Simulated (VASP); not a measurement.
MgO:

```xyz
2
Lattice="2.9380 0.0000 0.0000 -1.4690 2.5444 0.0000 0.0000 0.0000 2.6797" Properties=species:S:1:pos:R:3 pbc="T T T"
Mg    0.0000    0.0000    0.0000
O     0.0000    1.6963    1.3398
```

```yaml
Program: VASP 6.6.1
Task: relaxation of cell and atoms
Functional: PBE-based screened hybrid with 25 % exact exchange
Potentials_or_basis: VASP PAW PBE potentials, release 64 (Mg, O)
Cutoff: 600 eV
k_mesh: 5 × 5 × 5
Occupations: fermi-dirac, width 0.05 eV
Spin: no spin polarisation
```

At the start: pressure -6.1 GPa; volume 10.02 Å³/atom.

Problem. How do energy, volume and symmetry change on relaxing?

Solution. Over 7 steps the energy falls by 8.1 meV/atom and the volume is 9.61 Å³/atom (-4.0 %); space group P-6m2 (No. 187, to 0.1 Å) before and after.

The path:
```csv
step,energy change (eV),largest force (eV/Å),pressure (GPa),volume (Å³)
1,0.0000,0.0000,-6.08,20.03
2,-0.0138,0.0000,2.30,18.95
3,-0.0159,0.0000,0.00,19.23
4,-0.0159,0.0000,-0.27,19.25
5,-0.0161,0.0000,-0.06,19.21
6,-0.0162,0.0000,-0.11,19.22
7,-0.0162,0.0000,-0.11,19.22
```

Final structure:
```
CELL_PARAMETERS angstrom
2.89780 0.00000 0.00000
-1.44890 2.50957 0.00000
0.00000 0.00000 2.64326
ATOMIC_POSITIONS crystal
Mg 0.00000 0.00000 0.00000
O 0.33333 0.66667 0.50000
```

Caveat: the k points lie up to 0.50 Å⁻¹ apart in the final cell; the PAW data sets were made with another functional, which shifts forces and pressure a little.
